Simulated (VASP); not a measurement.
Wanted: the native input for a VASP 6.6.1 run.

* Task: single point
* Functional: PBE
* Potentials or basis: VASP PAW PBE potentials, release 64 (Fe, Cl)
* Cutoff: 520 eV
* k mesh: 6 × 6 × 2
* Occupations: gaussian, width 0.1 eV
* Spin: collinear spin, ferromagnetic start
* Starting moments: [3.36, 3.36, 0.0, 0.0] μB
* Dipole correction: no
* Further INCAR settings: ALGO = Normal; EDIFF = 1e-06; NBANDS = 27

The structure of FeCl lies in POSCAR:

```
FeCl
1.0
    3.0582226354      0.0000000000      0.0000000000
    0.0000000000      3.0770169968      0.0000000000
    0.0000000000      0.0000000000      8.6245620742
Fe Cl
2 2
Direct
    0.7500000000      0.0000000000      0.6161190861
    0.2500000000      0.0000000000      0.3838809139
    0.7500000000      0.5000000000      0.2320348692
    0.2500000000      0.5000000000      0.7679651308
```

One way to write it, as run:

INCAR

```
SYSTEM = FeCl
PREC = Accurate ; ENCUT = 520
EDIFF = 1E-6 ; ISMEAR = 0
SIGMA = 0.1 ; LREAL = .FALSE.
LASPH = .TRUE. ; NELM = 150
ALGO = Normal ; ISIF = 2
LWAVE = .FALSE. ; LCHARG = .FALSE.
ISPIN = 2 ; MAGMOM = 3.36 3.36 0 0
LORBIT = 11 ; LMAXMIX = 4
GGA = PE ; NBANDS = 27
```

KPOINTS

```
regular mesh
0
G
  6 6 2
  0 0 0
```

Potentials or basis: VASP PAW PBE potentials, release 64 (Fe, Cl).

Run with:

```sh
$ cat potpaw_PBE.64/Fe/POTCAR potpaw_PBE.64/Cl/POTCAR > POTCAR
$ mpirun -np 1 vasp_std > vasp.out
```

It gave:

| Item | Value |
| --- | --- |
| Pressure | 0.0 GPa |
| Largest force | 0.024 eV/Å |
| Net moment | 6.57 μB per cell |
| Site moments | Fe +3.10; Cl +0.13 μB |
| Valence electrons inside the program's atomic spheres | Fe 6.77; Cl 5.12 |

Caveat: the k points lie up to 0.36 Å⁻¹ apart; this functional lacks dispersion, which binds the layers, so the pressure and a relaxed spacing across them are unreliable; only a ferromagnetic start was run, and an antiferromagnetic order may lie lower in energy.

Wall time 49 s on 1 thread of Intel(R) Xeon(R) 6975P-C (Granite Rapids) (shared host), peak memory 0.27 GiB.
